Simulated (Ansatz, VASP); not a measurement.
**Two plane-wave programs on BN**

Contents of POSCAR:

```
BN
1.0
    2.5055553615      0.0000000001      0.0000000000
   -1.2527776808      2.1698745936      0.0000000000
    0.0000000000      0.0000000000      6.6528827690
B N
2 2
Direct
    0.3333333333      0.6666666667      0.2500000000
    0.6666666667      0.3333333333      0.7500000000
    0.3333333333      0.6666666667      0.7500000000
    0.6666666667      0.3333333333      0.2500000000
```

The input INCAR.step1:

```
SYSTEM = BN
PREC     = Accurate       ! precision mode
ENCUT    = 520            ! plane-wave cutoff, eV
EDIFF    = 1E-5           ! SCF threshold, eV
ISMEAR   = 0              ! smearing method
SIGMA    = 0.05           ! smearing width, eV
LREAL    = .FALSE.        ! projectors in reciprocal space
LASPH    = .TRUE.         ! aspherical terms in the spheres
NELM     = 80             ! most SCF steps
ALGO     = Normal         ! electronic algorithm
ISIF     = 2              ! what is computed and relaxed
LWAVE    = .TRUE.         ! write WAVECAR
LCHARG   = .FALSE.        ! write CHGCAR
GGA      = PE             ! functional
NBANDS   = 16             ! bands
```

Contents of INCAR.step2:

```
SYSTEM = BN
PREC     = Accurate       ! precision mode
ENCUT    = 520            ! plane-wave cutoff, eV
EDIFF    = 1E-7           ! SCF threshold, eV
ISMEAR   = 0              ! smearing method
SIGMA    = 0.05           ! smearing width, eV
LREAL    = .FALSE.        ! projectors in reciprocal space
LASPH    = .TRUE.         ! aspherical terms in the spheres
NELM     = 80             ! most SCF steps
ALGO     = Normal         ! electronic algorithm
ISIF     = 2              ! what is computed and relaxed
LWAVE    = .FALSE.        ! write WAVECAR
LCHARG   = .FALSE.        ! write CHGCAR
METAGGA  = R2SCAN         ! meta-GGA
LHFCALC  = .TRUE.         ! exact exchange
AEXX     = 0.1            ! exact-exchange fraction
LMIXTAU  = .TRUE.       
PRECFOCK = Normal       
ISTART   = 1            
NBANDS   = 16             ! bands
```

Contents of KPOINTS:

```
regular mesh
0
G
  6 6 2
  0 0 0
```

Input for Ansatz:

```yaml
crystal:
  lattice:
    - [2.5055553615, 1.0e-10, 0.0]
    - [-1.2527776808, 2.1698745936, 0.0]
    - [0.0, 0.0, 6.652882769]
  atoms:
    - { symbol: B, position: [0.3333333333, 0.6666666667, 0.25] }
    - { symbol: B, position: [0.6666666667, 0.3333333333, 0.75] }
    - { symbol: "N", position: [0.3333333333, 0.6666666667, 0.75] }
    - { symbol: "N", position: [0.6666666667, 0.3333333333, 0.25] }
basis:
  ecutwfc: 500
  ecutrho_ratio: 4
kpoints:
  mp_grid: { grid: [6, 6, 2] }
hamiltonian:
  xc: r2scanh
scf:
  occupations: { method: gaussian, width: 0.05 }
  n_extra_bands: 11
output:
  forces: true
  stress: true
  eigenvalues: true
  populations: true
  dos: { projected: true, de: 0.02 }
```

Alike in both runs: task single point; functional r2SCANh; k mesh 6 × 6 × 2; occupations gaussian, width 0.05 eV; no spin polarisation.

```csv
,VASP,Ansatz
version,VASP 6.6.1,Ansatz 0.2.0
potentials or method,"VASP PAW PBE potentials, release 64 (B, N), cutoff 520 eV","scalar-relativistic, plane waves, PAW"
valence electrons in the cell,16,16
```

VASP gave:

| Quantity | Value |
| --- | --- |
| gap on the k mesh at the Fermi level (eV) | 5.62 |
| least direct gap on the mesh (eV) | 6.07 |
| pressure (GPa) | -2.1 |
| traceless stress, the component that is largest in VASP (GPa) | 2.65 |

Question: Which values does Ansatz return?

Answer: gap on the k mesh at the Fermi level (eV): 5.57; least direct gap on the mesh (eV): 6.03; pressure (GPa): -2.4; traceless stress, the component that is largest in VASP (GPa): 3.35.

VASP's potentials were made for PBE, not for r2SCANh. Ansatz's warnings: stress exchange threshold loose, stress scf threshold loose.

The k mesh is coarse, so the values compare programs but aren't converged.
